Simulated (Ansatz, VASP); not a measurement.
One calculation of BaHfZrO6, two programs

File INCAR:

```
SYSTEM = BaHfZrO6
PREC = Accurate ; ENCUT = 520
EDIFF = 1E-7 ; ISMEAR = 0
SIGMA = 0.1 ; LREAL = .False.
LASPH = .True. ; NELM = 150
ALGO = Normal ; ISIF = 2
LWAVE = .False. ; LCHARG = .False.
ISPIN = 2 ; MAGMOM = 0 0 0 1 1 1 1 1 1
LORBIT = 11 ; LMAXMIX = 4
GGA = PE ; NBANDS = 48
```

File KPOINTS:

```
regular mesh
0
Gamma
  6 6 6
  0 0 0
```

File POSCAR:

```
BaHfZrO6
1.0
    0.0000000000      4.1840599300      4.1840599300
    4.1840599300      0.0000000000      4.1840599300
    4.1840599300      4.1840599300      0.0000000000
Ba Zr Hf O
1 1 1 6
Direct
    0.2500000000      0.2500000000      0.2500000000
    0.5000000000      0.5000000000      0.5000000000
    0.0000000000      0.0000000000      0.0000000000
    0.7518245300      0.2481754700      0.2481754700
    0.2481754700      0.7518245300      0.7518245300
    0.7518245300      0.7518245300      0.2481754700
    0.2481754700      0.2481754700      0.7518245300
    0.2481754700      0.7518245300      0.2481754700
    0.7518245300      0.2481754700      0.7518245300
```

Input for Ansatz:

```yaml
crystal:
  lattice:
    - [0.0, 4.18405993, 4.18405993]
    - [4.18405993, 0.0, 4.18405993]
    - [4.18405993, 4.18405993, 0.0]
  atoms:
    - { symbol: Ba, position: [0.25, 0.25, 0.25] }
    - { symbol: Zr, position: [0.5, 0.5, 0.5] }
    - { symbol: Hf, position: [0.0, 0.0, 0.0] }
    - { symbol: O, position: [0.75182453, 0.24817547, 0.24817547], spin: 1.0 }
    - { symbol: O, position: [0.24817547, 0.75182453, 0.75182453], spin: 1.0 }
    - { symbol: O, position: [0.75182453, 0.75182453, 0.24817547], spin: 1.0 }
    - { symbol: O, position: [0.24817547, 0.24817547, 0.75182453], spin: 1.0 }
    - { symbol: O, position: [0.24817547, 0.75182453, 0.24817547], spin: 1.0 }
    - { symbol: O, position: [0.75182453, 0.24817547, 0.75182453], spin: 1.0 }
magnetization:
  spin_polarized: true
basis:
  ecutwfc: 420
  fft_grid_basis: typed
kpoints:
  mp_grid: { grid: [6, 6, 6] }
hamiltonian:
  xc: pbe
scf:
  occupations: { method: gaussian, width: 0.1 }
output:
  forces: true
  stress: true
  eigenvalues: true
  bader: true
  write_density: true
  volumetric_format: npy
  populations: true
```

Alike in both runs: task single point; functional PBE; k mesh 6 × 6 × 6; occupations gaussian, width 0.1 eV; collinear spin.

```csv
,VASP,Ansatz
version,VASP 6.6.1,Ansatz 0.2.0
potentials or method,"VASP PAW PBE potentials, release 64 (Ba_sv, Zr_sv, Hf_pv, O), cutoff 520 eV","scalar-relativistic, plane waves, PAW"
valence electrons in the cell,68,84
```

```csv
,VASP,Ansatz,Ansatz less VASP
gap on the k mesh at the Fermi level (eV),none,none,-
rms of the force components (eV/Å),0.075,0.155,+0.0803
net moment per atom (μB),0.22,0.22,0.000
size of the moment on the site where the two differ most (μB),0.07,0.02,-0.049
```

Site moments also hang on the region over which each program counts them. Atom by atom the forces differ by 0.080 eV/Å (rms over components). A gap of «none» marks a metal or a gap that the smearing closes. With one functional, cell and mesh, what is left measures potentials, basis and numerics. VASP's potentials hold 68 valence electrons a cell and Ansatz's 84, so a difference there can come from the potentials and not from the codes.

Neither program's run includes spin-orbit coupling.
